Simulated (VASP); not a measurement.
# Si2W (I4/mmm) in VASP: notebook, part 2 of 2

VASP 6.6.1. The steps go on from the part before.

### Step 4. Single point, PBEsol

This run uses another cell than the first one, of 14.02 Å³/atom, 1.083 times its volume.

INCAR reads:

```
SYSTEM = Si2W
  ALGO = Normal
  EDIFF = 1E-6
  ENCUT = 520
  GGA = PS
  ISIF = 2
  ISMEAR = -1
  LASPH = .True.
  LCHARG = .False.
  LREAL = .False.
  LWAVE = .False.
  NBANDS = 18
  NELM = 100
  PREC = Accurate
  SIGMA = 0.1
```

KPOINTS reads:

```
k-points
0
Gamma
  13 13 13
  0 0 0
```

POSCAR reads:

```
Si2W
1.0
   -1.6280458460      1.6280458460      3.9664684080
    1.6280458460     -1.6280458460      3.9664684080
    1.6280458460      1.6280458460     -3.9664684080
Si W
2 1
Direct
    0.3347000000      0.3347000000      0.0000000000
    0.6653000000      0.6653000000      0.0000000000
    0.0000000000      0.0000000000      0.0000000000
```

Potentials or basis: VASP PAW PBE potentials, release 64 (Si, W_sv).

Command:

```console
> cat potpaw_PBE.64/Si/POTCAR potpaw_PBE.64/W_sv/POTCAR > POTCAR
> mpirun -np 1 vasp_std > vasp.out
```

OUTCAR:

```text
SYSTEM = Si2W
   EDIFF = 1E-6
   ENCUT = 520
   GGA = PS
   ISIF = 2
   ISMEAR = -1
   LASPH = .True.
   LREAL = .False.
   NELM = 100
   PREC = Accurate

 ion  position               nearest neighbor table
   1  0.335  0.335  0.000-   2 2.62   3 2.65   3 2.65   3 2.65   3 2.65   3 2.66   2 2.67   2 2.67
                             2 2.67   2 2.67
   2  0.665  0.665  0.000-   1 2.62   3 2.65   3 2.65   3 2.65   3 2.65   3 2.66   1 2.67   1 2.67
                             1 2.67   1 2.67
   3  0.000  0.000  0.000-   2 2.65   1 2.65   2 2.65   1 2.65   2 2.65   1 2.65   1 2.65   2 2.65
                             1 2.66   2 2.66

  LATTYP: Found a body centered tetragonal cell.
 ALAT       =     3.2560916920
 C/A-ratio  =     2.4363370465

  Lattice vectors:

 A1 = (  -1.6280458460,   1.6280458460,   3.9664684080)
 A2 = (   1.6280458460,  -1.6280458460,   3.9664684080)
 A3 = (   1.6280458460,   1.6280458460,  -3.9664684080)

Analysis of symmetry for initial positions (statically):
=====================================================================
 Subroutine PRICEL returns:
 Original cell was already a primitive cell.

 Routine SETGRP: Setting up the symmetry group for a
 body centered tetragonal supercell.

 Subroutine GETGRP returns: Found 16 space group operations
 (whereof 16 operations were pure point group operations)
 out of a pool of 16 trial point group operations.

The static configuration has the point symmetry D_4h.

Analysis of symmetry for dynamics (positions and initial velocities):
=====================================================================
 Subroutine PRICEL returns:
 Original cell was already a primitive cell.

 Routine SETGRP: Setting up the symmetry group for a
 body centered tetragonal supercell.

 Subroutine GETGRP returns: Found 16 space group operations
 (whereof 16 operations were pure point group operations)
 out of a pool of 16 trial point group operations.

The dynamic configuration has the point symmetry D_4h.

 Subroutine INISYM returns: Found 16 space group operations
 (whereof 16 operations are pure point group operations),
 and found     1 'primitive' translations

----------------------------------------------------------------------------------------

                                     Primitive cell

  volume of cell :      42.0530

  direct lattice vectors                    reciprocal lattice vectors
    -1.628045846  1.628045846  3.966468408     0.000000000  0.307116658  0.126056721
     1.628045846 -1.628045846  3.966468408     0.307116658  0.000000000  0.126056721
     1.628045846  1.628045846 -3.966468408     0.307116658  0.307116658  0.000000000

  length of vectors
     4.586277160  4.586277160  4.586277160     0.331980329  0.331980329  0.434328544

  position of ions in fractional coordinates (direct lattice)
     0.334700000  0.334700000  0.000000000
     0.665300000  0.665300000  0.000000000
     0.000000000  0.000000000  0.000000000

  ion indices of the primitive-cell ions
   primitive index   ion index
                 1           1
                 2           2
                 3           3

----------------------------------------------------------------------------------------

 KPOINTS: k-points

Automatic generation of k-mesh.
 Grid dimensions read from file:
 generate k-points for:   13   13   13

 Generating k-lattice:

  Cartesian coordinates                     Fractional coordinates (reciprocal lattice)
     0.000000000  0.023624358  0.009696671     0.076923077  0.000000000  0.000000000
     0.023624358  0.000000000  0.009696671     0.000000000  0.076923077  0.000000000
     0.023624358  0.023624358  0.000000000     0.000000000  0.000000000  0.076923077

  Length of vectors
     0.025536948  0.025536948  0.033409888

  Shift w.r.t. Gamma in fractional coordinates (k-lattice)
     0.000000000  0.000000000  0.000000000

 Subroutine IBZKPT returns following result:
 ===========================================

 Found    196 irreducible k-points:

 Following reciprocal coordinates:
            Coordinates               Weight
  0.000000  0.000000  0.000000      1.000000
  0.076923 -0.000000  0.000000      8.000000
  0.153846  0.000000  0.000000      8.000000
  0.230769  0.000000 -0.000000      8.000000
  0.307692  0.000000  0.000000      8.000000
  0.384615  0.000000  0.000000      8.000000
[... 16 lines left out ...]
  0.384615  0.153846  0.000000     16.000000
  0.461538  0.153846  0.000000     16.000000
 [... further k-points ...]
   k-points           NKPTS =    196   k-points in BZ     NKDIM =    196   number of bands    NBANDS=     18
   number of dos      NEDOS =    301   number of ions     NIONS =      3
   total plane-waves  NPLWV =  46656
   dimension x,y,z NGX =    36 NGY =   36 NGZ =   36
   dimension x,y,z NGXF=    72 NGYF=   72 NGZF=   72
   ions per type =               2   1
   NGX,Y,Z   is equivalent  to a cutoff of  13.05, 13.05, 13.05 a.u.
   NGXF,Y,Z  is equivalent  to a cutoff of  26.10, 26.10, 26.10 a.u.
 SYSTEM =  Si2W
   PREC   = accura    normal or accurate (medium, high low for compatibility)
   ISTART =      0    job   : 0-new  1-cont  2-samecut
   ICHARG =      2    charge: 1-file 2-atom 10-const
   ISPIN  =      1    spin polarized calculation?
   LNONCOLLINEAR =      F non collinear calculations
   LSORBIT =      F    spin-orbit coupling
   LASPH  =      T    aspherical Exc in radial PAW
   ENCUT  =  520.0 eV  38.22 Ry    6.18 a.u.   8.53  8.53  8.53*2*pi/ulx,y,z
   NELM   =    100;   NELMIN=  2; NELMDL= -5     # of ELM steps
   EDIFF  = 0.1E-05   stopping-criterion for ELM
   LREAL  =      F    real-space projection
   EDIFFG = 0.1E-04   stopping-criterion for IOM
   NSW    =      0    number of steps for IOM
   IBRION =     -1    ionic relax: 0-MD 1-quasi-New 2-CG
   NFREE  =      0    steps in history (QN), initial steepest desc. (CG)
   ISIF   =      2    stress and relaxation
   ISYM   =      2    0-nonsym 1-usesym 2-fastsym
   POTIM  = 0.5000    time-step for ionic-motion
   TEBEG  =    0.0;   TEEND  =   0.0 temperature during run
   PSTRESS=    0.0 pullay stress
   NELECT =      22.0000    total number of electrons
   NUPDOWN=      -1.0000    fix difference up-down
   EMIN   =  10.00;   EMAX   =-10.00  energy-range for DOS
   EFERMI =   0.00;   METHOD = LEGACY
   ISMEAR =    -1;   SIGMA  =   0.10  broadening in eV -4-tet -1-fermi 0-gaus
   EFERMI_NEDOS =   21; number of points for ismear=-14 and -15
   IALGO  =     38    algorithm
   IMIX   =      4    mixing-type and parameters
     AMIX     =   0.40;   BMIX     =  1.00
     AMIX_MAG =   1.60;   BMIX_MAG =  1.00
  volume/ion in A,a.u.               =      14.02        94.60
  Fermi-wavevector in a.u.,A,eV,Ry     =   1.319117  2.492770 23.675084  1.740070
  Thomas-Fermi vector in A             =   2.449038
   LORBIT       =      0    0 simple, 1 ext, 2 COOP (PROOUT), +10 PAW based schemes
   GGA     = PS    functional components
   LHFCALC =     F    Hartree Fock is set to
   AEXX    =    0.0000 exact exchange contribution
   IVDW    =     0    specifies the selected vdW correction
   LEPSILON=     F    determine dielectric tensor
   LRPA    =     F    only Hartree local field effects (RPA)
 non-spin polarized calculation
  energy-cutoff  :      520.00
  volume of cell :       42.05
 maximum number of plane-waves:      1159
 NGX is ok and might be reduce to    36
   NGX = 17   NGY = 17   NGZ = 17

 number of electron      22.0000001 magnetization

 Free energy of the ion-electron system (eV)
  ---------------------------------------------------
  ext. energy  EPLUGINS =         0.00000000
  ---------------------------------------------------
  free energy    TOTEN  =       -26.58415336 eV

  energy without entropy =      -26.57228299  energy(sigma->0) =      -26.57821818

 E-fermi :  11.2988     XC(G=0): -12.4209

 val. band max:       11.2795162535   @ k =  -0.3846  -0.4615   0.3846
 cond. band min:      11.3626806307   @ k =  -0.3846  -0.4615   0.3077
 fundamental gap:      0.0831643772
 Fermi energy:        11.2987640005

 k-point     1 :       0.0000    0.0000    0.0000
  band No.  band energies     occupation
      1     -62.5936      2.00000
      2     -26.8206      2.00000
      3     -26.8155      2.00000
      4     -26.8155      2.00000
      5      -2.4384      2.00000
      6       4.6961      2.00000
[... 10 lines left out ...]
     17      16.7453      0.00000
     18      16.7453      0.00000
[... 463 lines left out ...]
 k-point    24 :       0.4615    0.1538    0.0000
  band No.  band energies     occupation
      1     -62.5862      2.00000
      2     -26.9936      2.00000
      3     -26.8376      2.00000
      4     -26.8029      2.00000
      5       1.5674      2.00000
      6       2.0397      2.00000
[... 10 lines left out ...]
     17      18.5190      0.00000
     18      19.6778      0.00000

 [... further k-points ...]
[... 5 lines left out ...]
  --------------------------------------------------------------------------------------
  -------------------------------------------------------------------------------------
  Total       -2.5350674     -2.5350674     -2.6734184      0.0000000      0.0000000     -0.0000000
  in kB      -96.5834777    -96.5834777   -101.8545094      0.0000000      0.0000000     -0.0000000
  external PRESSURE =     -98.3404882 kB  Pullay stress =       0.0000000 kB

 VOLUME and BASIS-vectors are now :
 -----------------------------------------------------------------------------
  energy-cutoff  :      520.00
  volume of cell :       42.05
      direct lattice vectors                 reciprocal lattice vectors
    -1.628045846  1.628045846  3.966468408     0.000000000  0.307116658  0.126056721
     1.628045846 -1.628045846  3.966468408     0.307116658  0.000000000  0.126056721
     1.628045846  1.628045846 -3.966468408     0.307116658  0.307116658  0.000000000

 POSITION                                       TOTAL-FORCE (eV/Angst)
 -----------------------------------------------------------------------------------
      0.00000      0.00000      2.65515        -0.000000     -0.000000      0.078197
      0.00000      0.00000      5.27778         0.000000      0.000000     -0.078197
      0.00000      0.00000      0.00000        -0.000000     -0.000000      0.000000
 -----------------------------------------------------------------------------------
    total drift:                               -0.000000     -0.000000      0.000000

  FREE ENERGIE OF THE ION-ELECTRON SYSTEM (eV)
  ---------------------------------------------------
  free  energy   TOTEN  =       -26.5841533594 eV

  energy  without entropy=      -26.5722829943  energy(sigma->0) =      -26.57821818
```

Wall time 2.8 min (1 thread of AMD EPYC 7R43 (Zen 3), shared host); peak memory 0.26 GiB.

What came out:

```yaml
Free_energy: -26.5842 eV
Pressure: -9.8 GPa
Largest_force: 0.078 eV/Å
Band_gap_on_the_k_mesh: zero (band 11 reaches 11.98 eV, above the bottom of band 12 at 10.85 eV)
```

Forces on the atoms (eV/Å):
```
Si   0.000  0.000  0.078
Si   0.000  0.000 -0.078
W    0.000  0.000  0.000
```

Caveat: the PAW data sets were made with another functional, which shifts forces and pressure a little; spin-orbit coupling is left out, which moves the levels of the heavy elements.

### Step 5. Single point, PBEsol

This run uses another cell than the first one, of 14.56 Å³/atom, 1.125 times its volume.

INCAR reads:

```
ALGO     = Normal         # electronic algorithm
EDIFF    = 1E-6           # SCF threshold, eV
ENCUT    = 520            # plane-wave cutoff, eV
GGA      = PS             # functional
ISIF     = 2              # what is computed and relaxed
ISMEAR   = -1             # smearing method
LASPH    = T              # aspherical terms in the spheres
LCHARG   = F              # write CHGCAR
LREAL    = F              # projectors in reciprocal space
LWAVE    = F              # write WAVECAR
NBANDS   = 18             # bands
NELM     = 100            # most SCF steps
PREC     = Accurate       # precision mode
SIGMA    = 0.1            # smearing width, eV
```

KPOINTS reads:

```
k-points
0
Gamma
  13 13 13
```

POSCAR reads:

```
Si2W
1.0
   -1.6486562092      1.6486562092      4.0166821995
    1.6486562092     -1.6486562092      4.0166821995
    1.6486562092      1.6486562092     -4.0166821995
Si W
2 1
Direct
    0.3347000000      0.3347000000      0.0000000000
    0.6653000000      0.6653000000      0.0000000000
    0.0000000000      0.0000000000      0.0000000000
```

Command:

```console
> cat potpaw_PBE.64/Si/POTCAR potpaw_PBE.64/W_sv/POTCAR > POTCAR
> mpirun -np 1 vasp_std > vasp.out
```

Run time: 2.7 min. Hardware: 1 thread of AMD EPYC 7R43 (Zen 3), shared host; peak memory 0.26 GiB.

Results (log left out):

* Free energy: -26.4512 eV
* Pressure: -16.4 GPa
* Largest force: 0.164 eV/Å
* Band gap on the k mesh: zero (band 11 reaches 11.42 eV, above the bottom of band 12 at 10.35 eV)

Forces on the atoms (eV/Å):
```
Si   0.000  0.000  0.164
Si   0.000  0.000 -0.164
W    0.000  0.000  0.000
```

Stress tensor (GPa, compression positive):
```
-15.98   0.00   0.00
  0.00 -15.98   0.00
  0.00   0.00 -17.28
```

Levels at points of the mesh, in eV from the Fermi level:
```tsv
k point	band 8	band 9	band 10	band 11	band 12	band 13	band 14	band 15
(0.00, 0.00, 0.00)	-2.98	-2.61	-2.61	0.56	2.33	2.90	2.90	3.19
```

Caveat: the PAW data sets were made with another functional, which shifts forces and pressure a little; spin-orbit coupling is left out, which moves the levels of the heavy elements.

### Step 6. Single point, PBEsol

This run uses another cell than the first one, of 15.10 Å³/atom, 1.167 times its volume.

INCAR reads:

```
SYSTEM = Si2W
ALGO = Normal
EDIFF = 1E-6
ENCUT = 520
GGA = PS
ISIF = 2
ISMEAR = -1
LASPH = .TRUE.
LCHARG = .FALSE.
LREAL = .FALSE.
LWAVE = .FALSE.
NBANDS = 18
NELM = 100
PREC = Accurate
SIGMA = 0.1
```

KPOINTS reads:

```
k-points
0
G
  13 13 13
  0 0 0
```

POSCAR reads:

```
Si2W
1.0
   -1.6687637545      1.6687637545      4.0656709568
    1.6687637545     -1.6687637545      4.0656709568
    1.6687637545      1.6687637545     -4.0656709568
Si W
2 1
Direct
    0.3347000000      0.3347000000      0.0000000000
    0.6653000000      0.6653000000      0.0000000000
    0.0000000000      0.0000000000      0.0000000000
```

Potentials or basis: VASP PAW PBE potentials, release 64 (Si, W_sv).

Command:

```console
> cat potpaw_PBE.64/Si/POTCAR potpaw_PBE.64/W_sv/POTCAR > POTCAR
> mpirun -np 1 vasp_std > vasp.out
```

Run time: 2.8 min. Hardware: 1 thread of AMD EPYC 7R43 (Zen 3), shared host; peak memory 0.27 GiB.

Results (log left out):

```
Free energy            : -26.2588 eV
Pressure               : -21.7 GPa
Largest force          : 0.239 eV/Å
Band gap on the k mesh : zero (band 11 reaches 10.90 eV, above the bottom of band 12 at 9.87 eV)
```

Forces in eV/Å, atoms in the order of the input:
```
Si   0.000  0.000  0.239
Si   0.000  0.000 -0.239
W    0.000  0.000  0.000
```

Stress tensor (GPa, compression positive):
```
-21.04   0.00   0.00
  0.00 -21.04   0.00
  0.00   0.00 -22.91
```

Levels at points of the mesh, in eV from the Fermi level:
```
           k point  band 8  band 9  band 10  band 11  band 12  band 13  band 14  band 15
(0.00, 0.00, 0.00)   -2.81   -2.50    -2.50     0.54     2.15     2.83     2.83     3.32
```

Caveat: the PAW data sets were made with another functional, which shifts forces and pressure a little; spin-orbit coupling is left out, which moves the levels of the heavy elements.

### Step 7. The runs side by side

| cell | gap on the mesh (eV) | pressure (GPa) | largest force (eV/Å) |
| --- | --- | --- | --- |
| a = 4.466 Å, angles 138.4, 138.4, 60.3°, 3 atoms | none | 8.6 | 0.13 |
| a = 4.527 Å, angles 138.4, 138.4, 60.3°, 3 atoms | none | -1.6 | 0.02 |
| a = 4.586 Å, angles 138.4, 138.4, 60.3°, 3 atoms | none | -9.8 | 0.08 |
| a = 4.644 Å, angles 138.4, 138.4, 60.3°, 3 atoms | none | -16.4 | 0.16 |
| a = 4.701 Å, angles 138.4, 138.4, 60.3°, 3 atoms | none | -21.7 | 0.24 |

Alike in all rows: task single point; level PBEsol; potentials or basis VASP PAW PBE potentials, release 64 (Si, W_sv); no spin polarisation; k mesh 13 × 13 × 13; cutoff (eV) 520; smearing fermi-dirac 0.1 eV.

Caveats: the PAW data sets were made with another functional, which shifts forces and pressure a little; spin-orbit coupling is left out, which moves the levels of the heavy elements.

Absolute energies hang on the potentials; compare differences alone.
